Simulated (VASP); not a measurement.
The system is LaB6.

```xyz
7
Lattice="4.1570 0.0000 0.0000 0.0000 4.1570 0.0000 0.0000 0.0000 4.1570" Properties=species:S:1:pos:R:3 pbc="T T T"
La    0.0000    0.0000    0.0000
B     0.8210    2.0785    2.0785
B     2.0785    0.8210    2.0785
B     3.3360    2.0785    2.0785
B     2.0785    3.3360    2.0785
B     2.0785    2.0785    0.8210
B     2.0785    2.0785    3.3360
```

```yaml
Program: VASP 6.6.1
Task: relaxation of cell and atoms
Functional: r2SCAN
Potentials_or_basis: VASP PAW PBE potentials, release 64 (La, B)
Cutoff: 600 eV
k_mesh: 8 × 8 × 8
Occupations: gaussian, width 0.1 eV
Spin: no spin polarisation
```

At the start: pressure -1.1 GPa; volume 10.26 Å³/atom.

Problem. Where does the relaxation end?

Solution. Over 3 steps the energy falls by 3.0 meV/atom and the volume is 10.23 Å³/atom (-0.3 %); space group Pm-3m (No. 221, to 0.05 Å).

Step by step:
| step | energy change (eV) | largest force (eV/Å) | pressure (GPa) | volume (Å³) |
| --- | --- | --- | --- | --- |
| 1 | 0.0000 | 0.6603 | -1.08 | 71.84 |
| 2 | 0.0738 | 1.4102 | 2.72 | 71.12 |
| 3 | -0.0211 | 0.0005 | -0.08 | 71.60 |

Final structure:
```xyz
7
Lattice="4.1525 0.0000 0.0000 0.0000 4.1525 0.0000 0.0000 0.0000 4.1525" Properties=species:S:1:pos:R:3 pbc="T T T"
La    0.0000    0.0000    0.0000
B     0.8303    2.0763    2.0763
B     2.0763    0.8303    2.0763
B     3.3222    2.0763    2.0763
B     2.0763    3.3222    2.0763
B     2.0763    2.0763    0.8303
B     2.0763    2.0763    3.3222
```

Caveat: the PAW data sets were made with another functional, which shifts forces and pressure a little.
